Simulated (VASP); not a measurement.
A run of VASP 6.6.1:

Contents of INCAR:

```
PREC = Accurate
ENCUT = 520
EDIFF = 1E-6
ISMEAR = 0
SIGMA = 0.1
LREAL = False
LASPH = True
NELM = 100
ALGO = Fast
ISIF = 2
LWAVE = False
LCHARG = False
GGA = PE
NBANDS = 32
```

The input KPOINTS:

```
Automatic mesh
0
Gamma
  10 10 10
```

File POSCAR:

```
Zr
1.0
    4.5264463626      0.0000000000      0.0000000000
    0.0000000000     -4.5264463626      0.0000000000
    0.0000000000      0.0000000000     -4.5264463626
Zr
4
Direct
    0.0000000000      0.5000000000      0.5000000000
    0.5000000000      0.0000000000      0.5000000000
    0.5000000000      0.5000000000      0.0000000000
    0.0000000000      0.0000000000      0.0000000000
```

Potentials or basis: VASP PAW PBE potentials, release 64 (Zr_sv).

The run is started by

```bash
$ cat potpaw_PBE.64/Zr_sv/POTCAR > POTCAR
$ mpirun -np 1 vasp_std > vasp.out
```

Hardware: 1 thread of AMD EPYC 7R43 64-Core Processor (Zen 3), on a shared host.

Task: How long does it take, and how much memory?

Result: Run time: 6.7 min on 1 thread of AMD EPYC 7R43 64-Core Processor (Zen 3) (shared host), peak memory 0.23 GiB. Counts: scf iterations 21, k points 56.
